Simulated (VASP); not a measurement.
# Ta2O5 (Pmmm) in VASP: single point with LDA

Aim: the single point of Ta2O5 with LDA.

Everything below comes from runs of VASP 6.6.1. Logs are shortened: lines on timing, memory, paths and dates and some standing lists are left out, and cuts for length are marked.

## Step 1: The cell of the first run

The structure is orthorhombic, space group Pmmm (No. 47). The conventional cell has a = 3.649 Å, b = 3.837 Å, c = 6.365 Å, α = 90.00°, β = 90.00°, γ = 90.00°. Within 2.5 Å of Ta (site symmetry mmm) lie 6 O at 1.92 to 2.15 Å. Ta (site symmetry mmm) has 6 O at 1.82 to 2.04 Å within 2.4 Å. Within 2.5 Å of O (site symmetry mmm) lie 2 Ta at 1.92 Å. Within 2.7 Å of O (site symmetry mm2) lie 3 Ta at 2.04 to 2.15 Å and 1 O at 2.28 Å. Within 2.5 Å of O (site symmetry mmm) lie 2 Ta at 1.92 Å. Within 2.4 Å of O (site symmetry mmm) lie 2 Ta at 1.82 Å.

## Step 2: Single point, LDA

Input file INCAR:

```
SYSTEM = Ta2O5
PREC = Accurate
ENCUT = 520
EDIFF = 1E-6
ISMEAR = 0
SIGMA = 0.01
LREAL = .FALSE.
LASPH = .TRUE.
NELM = 60
ALGO = Normal
ISIF = 2
LWAVE = .FALSE.
LCHARG = .FALSE.
GGA = CA
NBANDS = 35
```

Input file KPOINTS:

```
Automatic mesh
0
G
  10 10 6
  0 0 0
```

Input file POSCAR:

```
Ta2O5
1.0
    3.6490804484      0.0000000000      0.0000000000
    0.0000000000      3.8371011683      0.0000000000
    0.0000000000      0.0000000000      6.3654440789
Ta O
2 5
Direct
    0.5000000000      0.0000000000      0.5000000000
    0.0000000000      0.0000000000      0.0000000000
    0.5000000000      0.5000000000      0.5000000000
    0.0000000000      0.0000000000      0.6790371290
    0.0000000000      0.5000000000      0.0000000000
    0.5000000000      0.0000000000      0.0000000000
    0.0000000000      0.0000000000      0.3209628710
```

Potentials or basis: VASP PAW LDA potentials, release 64 (Ta_pv, O).

The run is started by

```
> cat potpaw_LDA.64/Ta_pv/POTCAR potpaw_LDA.64/O/POTCAR > POTCAR
> mpirun -np 1 vasp_std > vasp.out
```

OUTCAR:

```text
SYSTEM = Ta2O5
   PREC = Accurate
   ENCUT = 520
   EDIFF = 1E-6
   ISMEAR = 0
   LREAL = .FALSE.
   LASPH = .TRUE.
   NELM = 60
   ISIF = 2
   GGA = CA

 ion  position               nearest neighbor table
   1  0.500  0.000  0.500-   3 1.92   3 1.92   7 2.15   4 2.15   4 2.15   7 2.15
   2  0.000  0.000  0.000-   6 1.82   6 1.82   5 1.92   5 1.92   4 2.04   7 2.04
   3  0.500  0.500  0.500-   1 1.92   1 1.92
   4  0.000  0.000  0.679-   2 2.04   1 2.15   1 2.15
   5  0.000  0.500  0.000-   2 1.92   2 1.92
   6  0.500  0.000  0.000-   2 1.82   2 1.82
   7  0.000  0.000  0.321-   2 2.04   1 2.15   1 2.15

  LATTYP: Found a simple orthorhombic cell.
 ALAT       =     3.6490804484
 B/A-ratio  =     1.0515255069
 C/A-ratio  =     1.7443967512

  Lattice vectors:

 A1 = (   3.6490804484,   0.0000000000,   0.0000000000)
 A2 = (   0.0000000000,   3.8371011683,   0.0000000000)
 A3 = (   0.0000000000,   0.0000000000,   6.3654440789)

Analysis of symmetry for initial positions (statically):
=====================================================================
 Subroutine PRICEL returns:
 Original cell was already a primitive cell.

 Routine SETGRP: Setting up the symmetry group for a
 simple orthorhombic supercell.

 Subroutine GETGRP returns: Found  8 space group operations
 (whereof  8 operations were pure point group operations)
 out of a pool of  8 trial point group operations.

The static configuration has the point symmetry D_2h.

Analysis of symmetry for dynamics (positions and initial velocities):
=====================================================================
 Subroutine PRICEL returns:
 Original cell was already a primitive cell.

 Routine SETGRP: Setting up the symmetry group for a
 simple orthorhombic supercell.

 Subroutine GETGRP returns: Found  8 space group operations
 (whereof  8 operations were pure point group operations)
 out of a pool of  8 trial point group operations.

The dynamic configuration has the point symmetry D_2h.

 Subroutine INISYM returns: Found  8 space group operations
 (whereof  8 operations are pure point group operations),
 and found     1 'primitive' translations

----------------------------------------------------------------------------------------

                                     Primitive cell

  volume of cell :      89.1283

  direct lattice vectors                    reciprocal lattice vectors
     3.649080448  0.000000000  0.000000000     0.274041643  0.000000000  0.000000000
     0.000000000  3.837101168  0.000000000     0.000000000  0.260613405  0.000000000
     0.000000000  0.000000000  6.365444079     0.000000000  0.000000000  0.157098230

  length of vectors
     3.649080448  3.837101168  6.365444079     0.274041643  0.260613405  0.157098230

  position of ions in fractional coordinates (direct lattice)
     0.500000000  0.000000000  0.500000000
     0.000000000  0.000000000  0.000000000
     0.500000000  0.500000000  0.500000000
     0.000000000  0.000000000  0.679037129
     0.000000000  0.500000000  0.000000000
     0.500000000  0.000000000  0.000000000
     0.000000000  0.000000000  0.320962871

  ion indices of the primitive-cell ions
   primitive index   ion index
                 1           1
                 2           2
                 3           3
                 4           4
                 5           5
                 6           6
                 7           7

----------------------------------------------------------------------------------------

 KPOINTS: Automatic mesh

Automatic generation of k-mesh.
 Grid dimensions read from file:
 generate k-points for:   10   10    6

 Generating k-lattice:

  Cartesian coordinates                     Fractional coordinates (reciprocal lattice)
     0.027404164  0.000000000  0.000000000     0.100000000  0.000000000  0.000000000
     0.000000000  0.026061340  0.000000000     0.000000000  0.100000000  0.000000000
     0.000000000  0.000000000  0.026183038     0.000000000  0.000000000  0.166666667

  Length of vectors
     0.027404164  0.026061340  0.026183038

  Shift w.r.t. Gamma in fractional coordinates (k-lattice)
     0.000000000  0.000000000  0.000000000

 Subroutine IBZKPT returns following result:
 ===========================================

 Found    144 irreducible k-points:

 Following reciprocal coordinates:
            Coordinates               Weight
  0.000000  0.000000  0.000000      1.000000
  0.100000  0.000000  0.000000      2.000000
  0.200000  0.000000  0.000000      2.000000
  0.300000  0.000000  0.000000      2.000000
  0.400000  0.000000  0.000000      2.000000
  0.500000  0.000000  0.000000      1.000000
[... 16 lines left out ...]
  0.400000  0.300000  0.000000      4.000000
  0.500000  0.300000  0.000000      2.000000
 [... further k-points ...]
   k-points           NKPTS =    144   k-points in BZ     NKDIM =    144   number of bands    NBANDS=     35
   number of dos      NEDOS =    301   number of ions     NIONS =      7
   total plane-waves  NPLWV =  40320
   dimension x,y,z NGX =    28 NGY =   30 NGZ =   48
   dimension x,y,z NGXF=    56 NGYF=   60 NGZF=   96
   ions per type =               2   5
   NGX,Y,Z   is equivalent  to a cutoff of  12.76, 13.00, 12.54 a.u.
   NGXF,Y,Z  is equivalent  to a cutoff of  25.51, 26.00, 25.07 a.u.
 SYSTEM =  Ta2O5
   PREC   = accura    normal or accurate (medium, high low for compatibility)
   ISTART =      0    job   : 0-new  1-cont  2-samecut
   ICHARG =      2    charge: 1-file 2-atom 10-const
   ISPIN  =      1    spin polarized calculation?
   LNONCOLLINEAR =      F non collinear calculations
   LSORBIT =      F    spin-orbit coupling
   LASPH  =      T    aspherical Exc in radial PAW
   ENCUT  =  520.0 eV  38.22 Ry    6.18 a.u.   6.78  7.13 11.84*2*pi/ulx,y,z
   NELM   =     60;   NELMIN=  2; NELMDL= -5     # of ELM steps
   EDIFF  = 0.1E-05   stopping-criterion for ELM
   LREAL  =      F    real-space projection
   EDIFFG = 0.1E-04   stopping-criterion for IOM
   NSW    =      0    number of steps for IOM
   IBRION =     -1    ionic relax: 0-MD 1-quasi-New 2-CG
   NFREE  =      0    steps in history (QN), initial steepest desc. (CG)
   ISIF   =      2    stress and relaxation
   ISYM   =      2    0-nonsym 1-usesym 2-fastsym
   POTIM  = 0.5000    time-step for ionic-motion
   TEBEG  =    0.0;   TEEND  =   0.0 temperature during run
   PSTRESS=    0.0 pullay stress
   NELECT =      52.0000    total number of electrons
   NUPDOWN=      -1.0000    fix difference up-down
   EMIN   =  10.00;   EMAX   =-10.00  energy-range for DOS
   EFERMI =   0.00;   METHOD = LEGACY
   ISMEAR =     0;   SIGMA  =   0.01  broadening in eV -4-tet -1-fermi 0-gaus
   EFERMI_NEDOS =   21; number of points for ismear=-14 and -15
   IALGO  =     38    algorithm
   IMIX   =      4    mixing-type and parameters
     AMIX     =   0.40;   BMIX     =  1.00
     AMIX_MAG =   1.60;   BMIX_MAG =  1.00
  volume/ion in A,a.u.               =      12.73        85.92
  Fermi-wavevector in a.u.,A,eV,Ry     =   1.367952  2.585054 25.460477  1.871292
  Thomas-Fermi vector in A             =   2.493959
   LORBIT       =      0    0 simple, 1 ext, 2 COOP (PROOUT), +10 PAW based schemes
   GGA     = CA    functional components
   LHFCALC =     F    Hartree Fock is set to
   AEXX    =    0.0000 exact exchange contribution
   IVDW    =     0    specifies the selected vdW correction
   LEPSILON=     F    determine dielectric tensor
   LRPA    =     F    only Hartree local field effects (RPA)
 non-spin polarized calculation
 Gauss-broadening in eV      SIGMA  =   0.01
  energy-cutoff  :      520.00
  volume of cell :       89.13
 maximum number of plane-waves:      2428
 NGX is ok and might be reduce to    28
   NGX = 13   NGY = 15   NGZ = 23

 number of electron      52.0000008 magnetization

 Free energy of the ion-electron system (eV)
  ---------------------------------------------------
  ext. energy  EPLUGINS =         0.00000000
  ---------------------------------------------------
  free energy    TOTEN  =       -71.94248913 eV

  energy without entropy =      -71.94248913  energy(sigma->0) =      -71.94248913

 E-fermi :   2.4739     XC(G=0): -11.0799

 val. band max:        2.3501494405   @ k =   0.5000   0.5000   0.5000
 cond. band min:       2.5838346199   @ k =   0.5000   0.0000   0.0000
 fundamental gap:      0.2336851794
 Fermi energy:         2.4738552403

 k-point     1 :       0.0000    0.0000    0.0000
  band No.  band energies     occupation
      1     -34.0819      2.00000
      2     -33.8261      2.00000
      3     -33.6976      2.00000
      4     -31.9427      2.00000
      5     -31.7775      2.00000
      6     -31.5440      2.00000
[... 27 lines left out ...]
     34       8.5498      0.00000
     35       9.0053      0.00000

 k-point     2 :       0.1000    0.0000    0.0000
  band No.  band energies     occupation
      1     -34.0798      2.00000
      2     -33.8256      2.00000
      3     -33.7099      2.00000
      4     -31.9696      2.00000
      5     -31.7765      2.00000
      6     -31.5428      2.00000
[... 27 lines left out ...]
     34       8.5936      0.00000
     35       8.6240      0.00000

 k-point     3 :       0.2000    0.0000    0.0000
  band No.  band energies     occupation
      1     -34.0744      2.00000
      2     -33.8241      2.00000
      3     -33.7421      2.00000
      4     -32.0392      2.00000
      5     -31.7739      2.00000
      6     -31.5396      2.00000
[... 27 lines left out ...]
     34       7.8695      0.00000
     35       8.7528      0.00000
[... 723 lines left out ...]
 k-point    23 :       0.4000    0.3000    0.0000
  band No.  band energies     occupation
      1     -34.0587      2.00000
      2     -33.9042      2.00000
      3     -33.8093      2.00000
      4     -32.1850      2.00000
      5     -31.7642      2.00000
      6     -31.6247      2.00000
[... 27 lines left out ...]
     34       9.8423      0.00000
     35      10.7836      0.00000

 k-point    24 :       0.5000    0.3000    0.0000
  band No.  band energies     occupation
      1     -34.0567      2.00000
      2     -33.9036      2.00000
      3     -33.8213      2.00000
      4     -32.2099      2.00000
      5     -31.7632      2.00000
      6     -31.6234      2.00000
[... 27 lines left out ...]
     34      10.3172      0.00000
     35      10.7231      0.00000

 [... further k-points ...]
[... 5 lines left out ...]
  --------------------------------------------------------------------------------------
  -------------------------------------------------------------------------------------
  Total        1.0425042      1.1275359      0.3736469      0.0000000      0.0000000      0.0000000
  in kB       18.7401480     20.2686852      6.7167087      0.0000000      0.0000000      0.0000000
  external PRESSURE =      15.2418473 kB  Pullay stress =       0.0000000 kB

 VOLUME and BASIS-vectors are now :
 -----------------------------------------------------------------------------
  energy-cutoff  :      520.00
  volume of cell :       89.13
      direct lattice vectors                 reciprocal lattice vectors
     3.649080448  0.000000000  0.000000000     0.274041643  0.000000000  0.000000000
     0.000000000  3.837101168  0.000000000     0.000000000  0.260613405  0.000000000
     0.000000000  0.000000000  6.365444079     0.000000000  0.000000000  0.157098230

 POSITION                                       TOTAL-FORCE (eV/Angst)
 -----------------------------------------------------------------------------------
      1.82454      0.00000      3.18272        -0.000000      0.000000      0.000000
      0.00000      0.00000      0.00000        -0.000000      0.000000      0.000000
      1.82454      1.91855      3.18272        -0.000000      0.000000      0.000000
      0.00000      0.00000      4.32237         0.000000      0.000000     -0.013709
      0.00000      1.91855      0.00000        -0.000000      0.000000      0.000000
      1.82454      0.00000      0.00000        -0.000000      0.000000      0.000000
      0.00000      0.00000      2.04307        -0.000000      0.000000      0.013709
 -----------------------------------------------------------------------------------
    total drift:                                0.000000      0.000000      0.000000

  FREE ENERGIE OF THE ION-ELECTRON SYSTEM (eV)
  ---------------------------------------------------
  free  energy   TOTEN  =       -71.9424891291 eV

  energy  without entropy=      -71.9424891291  energy(sigma->0) =      -71.94248913
```

Run time: 14 min. Hardware: 1 thread of AMD EPYC 7R13 (Zen 3), shared host; peak memory 0.38 GiB.

What came out:

```
Free energy            : -71.9425 eV
Pressure               : 1.5 GPa
Largest force          : 0.014 eV/Å
Band gap on the k mesh : 0.23 eV, indirect (least direct gap 0.40 eV)
```

Forces on the atoms (eV/Å):
```
Ta   0.000  0.000  0.000
Ta   0.000  0.000  0.000
O    0.000  0.000  0.000
O    0.000  0.000 -0.014
O    0.000  0.000  0.000
O    0.000  0.000  0.000
O    0.000  0.000  0.014
```

Caveat: spin-orbit coupling is left out, which moves the levels of the heavy elements.
